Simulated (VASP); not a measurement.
A run of VASP 6.6.1:

Contents of INCAR:

```
PREC = Accurate ; ENCUT = 520
EDIFF = 1E-6 ; ISMEAR = -1
SIGMA = 0.02 ; LREAL = F
LASPH = T ; NELM = 80
ALGO = Normal ; ISIF = 2
LWAVE = F ; LCHARG = F
GGA = PS ; NBANDS = 14
```

File KPOINTS:

```
Automatic mesh
0
Gamma
  8 8 8
```

File POSCAR:

```
NaCl
1.0
    2.8028000000      0.0000000000      0.0000000000
    0.0000000000      2.8028000000      0.0000000000
    0.0000000000      0.0000000000      2.8600000000
Na Cl
1 1
Direct
    0.0000000000      0.0000000000      0.0000000000
    0.5000000000      0.5000000000      0.5000000000
```

Potentials or basis: VASP PAW PBE potentials, release 64 (Na_pv, Cl).

Launch:

```sh
$ cat potpaw_PBE.64/Na_pv/POTCAR potpaw_PBE.64/Cl/POTCAR > POTCAR
$ mpirun -np 1 vasp_std > vasp.out
```

Hardware: 1 thread of Intel(R) Xeon(R) Platinum 8559C (Emerald Rapids), on a shared host.

How long does it take, and how much memory?

It took 8.7 s on 1 thread of Intel(R) Xeon(R) Platinum 8559C (Emerald Rapids), with other jobs on the host, peak memory 0.15 GiB. Counts: scf iterations 11, k points 75.
